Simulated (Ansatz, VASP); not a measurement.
## Ga3SbAs2 in VASP and in Ansatz

```xyz
6
Lattice="4.1776 0.0000 0.0000 -2.0888 3.6180 0.0000 0.0000 0.0000 10.2390" Properties=species:S:1:pos:R:3 pbc="T T T"
Ga    0.0000    0.0000    0.1403
Ga    2.0888    1.2060    3.4100
Ga    0.0000    2.4120    6.6976
Sb    0.0000    2.4120    9.3811
As    0.0000    0.0000    2.6221
As    2.0888    1.2060    5.9059
```

Alike in both runs: functional PBE; k mesh 12 × 12 × 4; occupations gaussian, width 0.1 eV; no spin polarisation.

Ansatz relaxed the structure, and its values are those at the end. VASP's run is a single point on that final structure, the one shown.

```csv
,VASP,Ansatz
version,VASP 6.6.1,Ansatz 0.2.0
potentials or method,"VASP PAW PBE potentials, release 64 (Ga_d, Sb, As), cutoff 520 eV","scalar-relativistic, plane waves, PAW"
valence electrons in the cell,54,84
```

```tsv
	VASP	Ansatz	Ansatz less VASP
gap on the k mesh at the Fermi level (eV)	none	none	-
pressure (GPa)	0.1	0.0	-0.13
```

A gap of «none» marks a metal or a gap that the smearing closes. VASP's potentials hold 54 valence electrons a cell and Ansatz's 84, so a difference there can come from the potentials and not from the codes.

Spin-orbit coupling is off throughout.
